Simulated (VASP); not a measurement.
# TiSi16 (a cell with a defect) in VASP: a series of runs

TiSi16 (a cell with a defect) is run at these levels: PBE+D3(BJ); tasks: single point.

Program: VASP 6.6.1. These are calculated values, not measurements. Logs are shortened: lines on timing, memory, paths and dates and some standing lists are left out, and cuts for length are marked.

**1. The cell of the first run**

The cell holds a defect, 17 atoms: a = 7.679 Å, b = 7.679 Å, c = 7.679 Å, α = 60.00°, β = 60.00°, γ = 60.00°.

**2. Single point, PBE+D3(BJ)**

INCAR

```
SYSTEM = TiSi16
PREC = Accurate
ENCUT = 520
EDIFF = 1E-6
ISMEAR = -1
SIGMA = 0.02
LREAL = Auto
LASPH = .TRUE.
NELM = 100
ALGO = Normal
ISIF = 2
LWAVE = .FALSE.
LCHARG = .TRUE.
GGA = PE
IVDW = 12
LELF = .TRUE.
LVHAR = .TRUE.
NBANDS = 52
```

KPOINTS

```
regular mesh
0
G
  2 2 2
  0 0 0
```

POSCAR

```
TiSi16
1.0
    0.0000000000      5.4300000000      5.4300000000
    5.4300000000      0.0000000000      5.4300000000
    5.4300000000      5.4300000000      0.0000000000
Si Ti
16 1
Direct
    0.0000226519     -0.0253303867      0.0244226519
    0.1394462247      0.1160521179      0.1293259669
    0.0025768877     -0.0025220074      0.5033538674
    0.1225697053      0.1081857274      0.6457870166
   -0.0001021179      0.5017960405      0.0244822284
    0.1095325046      0.6112142726      0.1688770718
   -0.0111361878      0.4905647330      0.5308279006
    0.1225376611      0.6243404236      0.6457829650
    0.5079470534      0.0098063536     -0.0266883057
    0.6143018416      0.1160784530      0.1292058932
    0.4956940147     -0.0024870166      0.5032378453
    0.6319304788      0.1337855433      0.6013818600
    0.4729579190      0.5018498158      0.0243035912
    0.6142567219      0.6413000000      0.1292265193
    0.4956799263      0.5044441989      0.5032453039
    0.6064890424      0.6243807551      0.6456476059
    0.8607299263      0.3624720994     -0.0848168508
```

Potentials or basis: VASP PAW PBE potentials, release 64 (Si, Ti_sv).

The run is started by

```console
cat potpaw_PBE.64/Si/POTCAR potpaw_PBE.64/Ti_sv/POTCAR > POTCAR
mpirun -np 1 vasp_std > vasp.out
```

OUTCAR:

```text
SYSTEM = TiSi16
   PREC = Accurate
   ENCUT = 520
   EDIFF = 1E-6
   ISMEAR = -1
   LREAL = Auto
   LASPH = .TRUE.
   NELM = 100
   ISIF = 2
   GGA = PE
   IVDW = 12
 IVDW          = 12

 ion  position               nearest neighbor table
   1  0.000  0.975  0.024-   6 2.28   4 2.37   2 2.42  10 2.42  17 2.44
   2  0.139  0.116  0.129-   9 2.32   3 2.35   1 2.42   5 2.42  17 2.69
   3  0.003  0.997  0.503-  12 2.33   4 2.34   8 2.34   2 2.35
   4  0.123  0.108  0.646-  11 2.34   3 2.34   1 2.37   7 2.40  17 2.84
   5  1.000  0.502  0.024-   6 2.28   8 2.37  14 2.42   2 2.42  17 2.44
   6  0.110  0.611  0.169-   7 2.27  13 2.28   5 2.28   1 2.28
   7  0.989  0.491  0.531-   6 2.27   4 2.40  16 2.40   8 2.40  17 2.41
   8  0.123  0.624  0.646-   3 2.34  15 2.34   5 2.37   7 2.40  17 2.84
   9  0.508  0.010  0.973-  14 2.32   2 2.32  10 2.32  12 2.33
  10  0.614  0.116  0.129-   9 2.32  11 2.35   1 2.42  13 2.42  17 2.69
  11  0.496  0.998  0.503-  12 2.33  16 2.34   4 2.34  10 2.35
  12  0.632  0.134  0.601-  11 2.33   3 2.33  15 2.33   9 2.33
  13  0.473  0.502  0.024-   6 2.28  16 2.37  14 2.42  10 2.42  17 2.44
  14  0.614  0.641  0.129-   9 2.32  15 2.35   5 2.42  13 2.42  17 2.69
  15  0.496  0.504  0.503-  12 2.33  16 2.34   8 2.34  14 2.35
  16  0.606  0.624  0.646-  11 2.34  15 2.34  13 2.37   7 2.40  17 2.84
  17  0.861  0.362  0.915-   7 2.41  13 2.44   5 2.44   1 2.44  10 2.69   2 2.69  14 2.69   8 2.84
                             4 2.84  16 2.84

  LATTYP: Found a face centered cubic cell.
 ALAT       =    10.8600000000

  Lattice vectors:

 A1 = (   0.0000000000,   5.4300000000,   5.4300000000)
 A2 = (   5.4300000000,   0.0000000000,   5.4300000000)
 A3 = (   5.4300000000,   5.4300000000,   0.0000000000)

Analysis of symmetry for initial positions (statically):
=====================================================================
 Subroutine PRICEL returns:
 Original cell was already a primitive cell.

 Routine SETGRP: Setting up the symmetry group for a
 face centered cubic supercell.

 Subroutine GETGRP returns: Found  1 space group operations
 (whereof  1 operations were pure point group operations)
 out of a pool of 48 trial point group operations.

The static configuration has the point symmetry C_1 .

Analysis of symmetry for dynamics (positions and initial velocities):
=====================================================================
 Subroutine PRICEL returns:
 Original cell was already a primitive cell.

 Routine SETGRP: Setting up the symmetry group for a
 face centered cubic supercell.

 Subroutine GETGRP returns: Found  1 space group operations
 (whereof  1 operations were pure point group operations)
 out of a pool of 48 trial point group operations.

The dynamic configuration has the point symmetry C_1 .

 Subroutine INISYM returns: Found  1 space group operations
 (whereof  1 operations are pure point group operations),
 and found     1 'primitive' translations

----------------------------------------------------------------------------------------

                                     Primitive cell

  volume of cell :     320.2060

  direct lattice vectors                    reciprocal lattice vectors
     0.000000000  5.430000000  5.430000000    -0.092081031  0.092081031  0.092081031
     5.430000000  0.000000000  5.430000000     0.092081031 -0.092081031  0.092081031
     5.430000000  5.430000000  0.000000000     0.092081031  0.092081031 -0.092081031

  length of vectors
     7.679179644  7.679179644  7.679179644     0.159489025  0.159489025  0.159489025

  position of ions in fractional coordinates (direct lattice)
     0.000022652  0.974669613  0.024422652
     0.139446225  0.116052118  0.129325967
     0.002576888  0.997477993  0.503353867
     0.122569705  0.108185727  0.645787017
     0.999897882  0.501796040  0.024482228
     0.109532505  0.611214273  0.168877072
[... 9 lines left out ...]
     0.606489042  0.624380755  0.645647606
     0.860729926  0.362472099  0.915183149

  ion indices of the primitive-cell ions
   primitive index   ion index
                 1           1
                 2           2
                 3           3
                 4           4
                 5           5
                 6           6
[... 9 lines left out ...]
                16          16
                17          17

----------------------------------------------------------------------------------------

 KPOINTS: regular mesh

Automatic generation of k-mesh.
 Grid dimensions read from file:
 generate k-points for:    2    2    2

 Generating k-lattice:

  Cartesian coordinates                     Fractional coordinates (reciprocal lattice)
    -0.046040516  0.046040516  0.046040516     0.500000000  0.000000000  0.000000000
     0.046040516 -0.046040516  0.046040516     0.000000000  0.500000000  0.000000000
     0.046040516  0.046040516 -0.046040516     0.000000000  0.000000000  0.500000000

  Length of vectors
     0.079744512  0.079744512  0.079744512

  Shift w.r.t. Gamma in fractional coordinates (k-lattice)
     0.000000000  0.000000000  0.000000000

 Subroutine IBZKPT returns following result:
 ===========================================

 Found      8 irreducible k-points:

 Following reciprocal coordinates:
            Coordinates               Weight
  0.000000  0.000000  0.000000      1.000000
  0.500000  0.000000  0.000000      1.000000
  0.000000  0.500000  0.000000      1.000000
  0.000000  0.000000  0.500000      1.000000
  0.500000  0.500000  0.500000      1.000000
  0.500000  0.500000  0.000000      1.000000
  0.000000  0.500000  0.500000      1.000000
  0.500000  0.000000  0.500000      1.000000
   k-points           NKPTS =      8   k-points in BZ     NKDIM =      8   number of bands    NBANDS=     52
   number of dos      NEDOS =    301   number of ions     NIONS =     17
   total plane-waves  NPLWV = 216000
   dimension x,y,z NGX =    60 NGY =   60 NGZ =   60
   dimension x,y,z NGXF=   120 NGYF=  120 NGZF=  120
   ions per type =              16   1
   NGX,Y,Z   is equivalent  to a cutoff of  12.99, 12.99, 12.99 a.u.
   NGXF,Y,Z  is equivalent  to a cutoff of  25.98, 25.98, 25.98 a.u.
 SYSTEM =  TiSi16
   PREC   = accura    normal or accurate (medium, high low for compatibility)
   ISTART =      0    job   : 0-new  1-cont  2-samecut
   ICHARG =      2    charge: 1-file 2-atom 10-const
   ISPIN  =      1    spin polarized calculation?
   LNONCOLLINEAR =      F non collinear calculations
   LSORBIT =      F    spin-orbit coupling
   LASPH  =      T    aspherical Exc in radial PAW
   ENCUT  =  520.0 eV  38.22 Ry    6.18 a.u.  14.28 14.28 14.28*2*pi/ulx,y,z
   NELM   =    100;   NELMIN=  2; NELMDL= -5     # of ELM steps
   EDIFF  = 0.1E-05   stopping-criterion for ELM
   LREAL  =      T    real-space projection
   EDIFFG = 0.1E-04   stopping-criterion for IOM
   NSW    =      0    number of steps for IOM
   IBRION =     -1    ionic relax: 0-MD 1-quasi-New 2-CG
   NFREE  =      0    steps in history (QN), initial steepest desc. (CG)
   ISIF   =      2    stress and relaxation
   ISYM   =      2    0-nonsym 1-usesym 2-fastsym
   POTIM  = 0.5000    time-step for ionic-motion
   TEBEG  =    0.0;   TEEND  =   0.0 temperature during run
   PSTRESS=    0.0 pullay stress
   NELECT =      76.0000    total number of electrons
   NUPDOWN=      -1.0000    fix difference up-down
   EMIN   =  10.00;   EMAX   =-10.00  energy-range for DOS
   EFERMI =   0.00;   METHOD = LEGACY
   ISMEAR =    -1;   SIGMA  =   0.02  broadening in eV -4-tet -1-fermi 0-gaus
   EFERMI_NEDOS =   21; number of points for ismear=-14 and -15
   IALGO  =     38    algorithm
   IMIX   =      4    mixing-type and parameters
     AMIX     =   0.40;   BMIX     =  1.00
     AMIX_MAG =   1.60;   BMIX_MAG =  1.00
  volume/ion in A,a.u.               =      18.84       127.11
  Fermi-wavevector in a.u.,A,eV,Ry     =   1.013607  1.915439 13.978610  1.027399
  Thomas-Fermi vector in A             =   2.146786
   LORBIT       =      0    0 simple, 1 ext, 2 COOP (PROOUT), +10 PAW based schemes
   GGA     = PE    functional components
   LHFCALC =     F    Hartree Fock is set to
   AEXX    =    0.0000 exact exchange contribution
   IVDW    =    12    specifies the selected vdW correction
   LEPSILON=     F    determine dielectric tensor
   LRPA    =     F    only Hartree local field effects (RPA)
 non-spin polarized calculation
  energy-cutoff  :      520.00
  volume of cell :      320.21
 maximum number of plane-waves:      8646
 NGX is ok and might be reduce to    60
   NGX = 29   NGY = 29   NGZ = 29

 number of electron      76.0000001 magnetization

 Free energy of the ion-electron system (eV)
  ---------------------------------------------------
  ext. energy  EPLUGINS =         0.00000000
  ---------------------------------------------------
  free energy    TOTEN  =       -92.08092433 eV

  energy without entropy =      -92.05508121  energy(sigma->0) =      -92.06800277

 E-fermi :   6.8940     XC(G=0):  -9.7578

 val. band max:        6.8682813529   @ k =   0.0000   0.0000   0.0000
 cond. band min:       6.8952219832   @ k =   0.5000   0.5000   0.5000
 fundamental gap:      0.0269406303
 Fermi energy:         6.8940268916

 k-point     1 :       0.0000    0.0000    0.0000
  band No.  band energies     occupation
      1     -49.8636      2.00000
      2     -26.2430      2.00000
      3     -26.2321      2.00000
      4     -26.2318      2.00000
      5      -5.7103      2.00000
      6      -3.5134      2.00000
[... 42 lines left out ...]
     49       8.2362      0.00000
     50       8.4978      0.00000

 k-point     2 :       0.5000    0.0000    0.0000
  band No.  band energies     occupation
      1     -49.8636      2.00000
      2     -26.2430      2.00000
      3     -26.2321      2.00000
      4     -26.2318      2.00000
      5      -5.0045      2.00000
      6      -4.7875      2.00000
[... 310 lines left out ...]
 k-point     8 :       0.5000    0.0000    0.5000
  band No.  band energies     occupation
      1     -49.8636      2.00000
      2     -26.2430      2.00000
      3     -26.2321      2.00000
      4     -26.2318      2.00000
      5      -4.6833      2.00000
      6      -4.5865      2.00000
[... 42 lines left out ...]
     49       9.8593      0.00000
     50      10.5015      0.00000
 [bands above 50 left out]

------------------------ aborting loop because EDIFF is reached ----------------------------------------

 Edisp (eV)   -5.83731

 E8    (eV) :    -2.4418

  FORCE on cell =-STRESS in cart. coord.  units (eV):
  Direction    XX          YY          ZZ          XY          YZ          ZX
  --------------------------------------------------------------------------------------
  -------------------------------------------------------------------------------------
  Total       1.42731     1.41654     1.42391    -0.15902     0.16075     0.15382
  in kB       7.14166     7.08777     7.12464    -0.79565     0.80433     0.76967
  external pressure =        7.12 kB  Pullay stress =        0.00 kB

 VOLUME and BASIS-vectors are now :
 -----------------------------------------------------------------------------
  energy-cutoff  :      520.00
  volume of cell :      320.21
      direct lattice vectors                 reciprocal lattice vectors
     0.000000000  5.430000000  5.430000000    -0.092081031  0.092081031  0.092081031
     5.430000000  0.000000000  5.430000000     0.092081031 -0.092081031  0.092081031
     5.430000000  5.430000000  0.000000000     0.092081031  0.092081031 -0.092081031

 POSITION                                       TOTAL-FORCE (eV/Angst)
 -----------------------------------------------------------------------------------
      5.42507      0.13274      5.29258         0.140942     -0.004773      0.004199
      1.33240      1.45943      1.38736         0.062406     -0.029316     -0.062402
      8.14952      2.74720      5.43030         0.055348      0.018783     -0.053988
      4.09407      4.17218      1.25300         0.007855      0.006825     -0.007401
      2.85769      5.56238      8.15420        -0.005099     -0.002739     -0.140356
      4.23590      1.51176      3.91366        -0.079111     -0.079352      0.079148
[... 9 lines left out ...]
      6.89625      6.79910      6.68362         0.009063      0.008592     -0.007969
      6.93767      9.64321      6.64199        -0.365313     -0.352286      0.360964
 -----------------------------------------------------------------------------------
    total drift:                               -0.002397      0.008866      0.001331

  FREE ENERGIE OF THE ION-ELECTRON SYSTEM (eV)
  ---------------------------------------------------
  free  energy   TOTEN  =       -97.9182341431 eV

  energy  without entropy=      -97.8923910229  energy(sigma->0) =      -97.90531258
```

Run time: 4.6 min. Hardware: 1 thread of AMD EPYC 9R45 (Zen 5), shared host; peak memory 0.47 GiB.

Results:

```yaml
Free_energy: -97.9182 eV
Pressure: 0.7 GPa
Largest_force: 0.623 eV/Å
Band_gap_on_the_k_mesh: zero (band 38 reaches 6.91 eV, above the bottom of band 39 at 6.57 eV)
Dispersion_energy_per_atom: -0.343 eV
```

Forces on the atoms (eV/Å):
```
Si   0.141 -0.005  0.004
Si   0.062 -0.029 -0.062
Si   0.055  0.019 -0.054
Si   0.008  0.007 -0.007
Si  -0.005 -0.003 -0.140
Si  -0.079 -0.079  0.079
Si  -0.117 -0.117  0.116
Si   0.009  0.007 -0.009
Si   0.083  0.085 -0.083
Si   0.063  0.062  0.027
Si   0.055  0.054 -0.021
Si   0.089  0.089 -0.089
Si  -0.004  0.140  0.002
Si  -0.026  0.061 -0.063
Si   0.022  0.054 -0.054
Si   0.009  0.009 -0.008
Ti  -0.365 -0.352  0.361
```

Stress tensor (GPa, compression positive):
```
 0.71 -0.08  0.08
-0.08  0.71  0.08
 0.08  0.08  0.71
```

Caveat: the k points lie up to 0.50 Å⁻¹ apart.

(Part 1 of 2 ends here.)
